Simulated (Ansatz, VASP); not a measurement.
## Two plane-wave programs on Te

```
Te
1.0
    -3.20803    3.20803    1.55682
     3.20803   -3.20803    1.55682
     3.20803    3.20803   -1.55682
Te
2
Direct
  0.00000 0.00000 0.00000
  0.75000 0.25000 0.50000
```

Alike in both runs: functional r2SCAN; k mesh 18 × 18 × 18; occupations gaussian, width 0.1 eV; no spin polarisation.

Ansatz relaxed the structure, and its values are those at the end. VASP's run is a single point on that final structure, the one shown.

```csv
,VASP,Ansatz
version,VASP 6.6.1,Ansatz 0.2.0
potentials or method,"VASP PAW PBE potentials, release 64 (Te), cutoff 520 eV","scalar-relativistic, plane waves, PAW"
valence electrons in the cell,12,32
```

```tsv
	VASP	Ansatz	Ansatz less VASP
gap on the k mesh at the Fermi level (eV)	none	none	-
pressure (GPa)	0.0	0.0	+0.04
```

VASP's potentials were made for PBE, not for r2SCAN. A gap of «none» marks a metal or a gap that the smearing closes. VASP's potentials hold 12 valence electrons a cell and Ansatz's 32, so a difference there can come from the potentials and not from the codes.

Spin-orbit coupling is off throughout.
